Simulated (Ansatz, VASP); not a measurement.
## C: VASP beside Ansatz

Contents of INCAR:

```
PREC     = Accurate       # precision mode
ENCUT    = 520            # plane-wave cutoff, eV
EDIFF    = 1E-7           # SCF threshold, eV
ISMEAR   = 0              # smearing method
SIGMA    = 0.05           # smearing width, eV
LREAL    = Auto         
LASPH    = T              # aspherical terms in the spheres
NELM     = 100            # most SCF steps
ALGO     = Normal         # electronic algorithm
ISIF     = 2              # what is computed and relaxed
LWAVE    = F              # write WAVECAR
LCHARG   = F              # write CHGCAR
LDIPOL   = T            
IDIPOL   = 3            
DIPOL    = 0.5 0.5 0.444
GGA      = PE             # functional
IVDW     = 12             # dispersion correction
NBANDS   = 51             # bands
```

KPOINTS

```
Automatic mesh
0
Gamma
  3 3 1
```

File POSCAR:

```
C
1.0
    7.3951485247      0.0000000000      0.0000000000
   -3.6975742623      6.4043864871      0.0000000000
    0.0000000000      0.0000000000     18.0016100066
C
18
Direct
    0.5555555556      0.4444444444      0.4444046948
    0.5560260906      0.7775797725      0.4442657619
    0.5553903943      0.1104567111      0.4445164002
    0.8894427958      0.4442816278      0.4445351794
    0.8887671834      0.7771191481      0.4442105538
    0.8889623224      0.1111848120      0.4443664056
    0.2221012307      0.4437976408      0.4444752078
    0.2222716930      0.7778000501      0.4444461138
    0.2227892624      0.1109762751      0.4443655539
    0.4442249464      0.2216673142      0.4444900411
    0.4448949378      0.5551670996      0.4443433197
    0.4447423234      0.8890184460      0.4444399632
    0.7782270739      0.2218334139      0.4445229219
    0.7780106012      0.5556307862      0.4443927475
    0.7775303072      0.8883495141      0.4441883191
    0.1114494011      0.2223782039      0.4444027856
    0.1109457718      0.5549937585      0.4445147039
    0.1116606709      0.8885735163      0.4442937496
```

Input for Ansatz:

```yaml
crystal:
  lattice:
    - [7.3951485247, 0.0, 0.0]
    - [-3.6975742623, 6.4043864871, 0.0]
    - [0.0, 0.0, 18.0016100066]
  atoms:
    - { symbol: C, position: [0.5555555556, 0.4444444444, 0.4444046948] }
    - { symbol: C, position: [0.5560260906, 0.7775797725, 0.4442657619] }
    - { symbol: C, position: [0.5553903943, 0.1104567111, 0.4445164002] }
    - { symbol: C, position: [0.8894427958, 0.4442816278, 0.4445351794] }
    - { symbol: C, position: [0.8887671834, 0.7771191481, 0.4442105538] }
    - { symbol: C, position: [0.8889623224, 0.111184812, 0.4443664056] }
    - { symbol: C, position: [0.2221012307, 0.4437976408, 0.4444752078] }
    - { symbol: C, position: [0.222271693, 0.7778000501, 0.4444461138] }
    - { symbol: C, position: [0.2227892624, 0.1109762751, 0.4443655539] }
    - { symbol: C, position: [0.4442249464, 0.2216673142, 0.4444900411] }
    - { symbol: C, position: [0.4448949378, 0.5551670996, 0.4443433197] }
    - { symbol: C, position: [0.4447423234, 0.889018446, 0.4444399632] }
    - { symbol: C, position: [0.7782270739, 0.2218334139, 0.4445229219] }
    - { symbol: C, position: [0.7780106012, 0.5556307862, 0.4443927475] }
    - { symbol: C, position: [0.7775303072, 0.8883495141, 0.4441883191] }
    - { symbol: C, position: [0.1114494011, 0.2223782039, 0.4444027856] }
    - { symbol: C, position: [0.1109457718, 0.5549937585, 0.4445147039] }
    - { symbol: C, position: [0.1116606709, 0.8885735163, 0.4442937496] }
basis:
  ecutwfc: 420
kpoints:
  mp_grid: { grid: [3, 3, 1] }
hamiltonian:
  xc: pbe
  dispersion: d3bj
scf:
  occupations: { method: gaussian, width: 0.05 }
output:
  forces: true
  eigenvalues: true
  write_density: true
  volumetric_format: npy
efield:
  axis: 3
  dipole_correction: true
  ramp_width: 0.04
```

Alike in both runs: task single point; functional PBE; dispersion D3(BJ); k mesh 3 × 3 × 1; occupations gaussian, width 0.05 eV; no spin polarisation.

|  | VASP | Ansatz |
| --- | --- | --- |
| version | VASP 6.6.1 | Ansatz 0.2.0 |
| potentials or method | VASP PAW PBE potentials, release 64 (C), cutoff 520 eV | scalar-relativistic, plane waves, PAW |
| valence electrons in the cell | 72 | 72 |

|  | VASP | Ansatz | Ansatz less VASP |
| --- | --- | --- | --- |
| gap on the k mesh at the Fermi level (eV) | 0.06 | 0.06 | 0.000 |
| least direct gap on the mesh (eV) | 0.06 | 0.06 | 0.000 |
| rms of the force components (eV/Å) | 0.011 | 0.010 | -0.0005 |

Atom by atom the forces differ by 0.003 eV/Å (rms over components).
